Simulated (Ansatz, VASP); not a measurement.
**Two plane-wave programs on GeS**

```
Ge S
1.0
    11.72381    0.00000    0.00000
     0.00000    3.66783    0.00000
     0.00000    0.00000    4.45042
Ge S
4 4
Direct
  0.12590 0.25000 0.13492
  0.87410 0.75000 0.86508
  0.37410 0.75000 0.63492
  0.62590 0.25000 0.36508
  0.84712 0.25000 0.50256
  0.15288 0.75000 0.49744
  0.65288 0.75000 0.00256
  0.34712 0.25000 0.99744
```

Change from the starting cell: strain +0.0875 x Voigt [1, 0, 0, 0, 0, 0], atoms carried along.

Alike in both runs: task single point; functional PBE; k mesh 4 × 8 × 6; occupations gaussian, width 0.05 eV; no spin polarisation.

```csv
,VASP,Ansatz
version,VASP 6.6.1,Ansatz 0.2.0
potentials or method,"VASP PAW PBE potentials, release 64 (Ge_d, S), cutoff 500 eV","scalar-relativistic, plane waves, PAW"
valence electrons in the cell,80,80
```

Ansatz gave:

| Item | Value |
| --- | --- |
| gap on the k mesh at the Fermi level (eV) | 0.80 |
| least direct gap on the mesh (eV) | 0.80 |
| pressure (GPa) | -3.3 |
| traceless stress, the component that is largest in VASP (GPa) | -2.76 |
| rms of the force components (eV/Å) | 0.306 |

Question: What did VASP give for the same quantities?

Answer: gap on the k mesh at the Fermi level (eV): 0.80; least direct gap on the mesh (eV): 0.80; pressure (GPa): -3.4; traceless stress, the component that is largest in VASP (GPa): -2.75; rms of the force components (eV/Å): 0.304.

Atom by atom the forces differ by 0.002 eV/Å (rms over components). With one functional, cell and mesh, what is left measures potentials, basis and numerics.
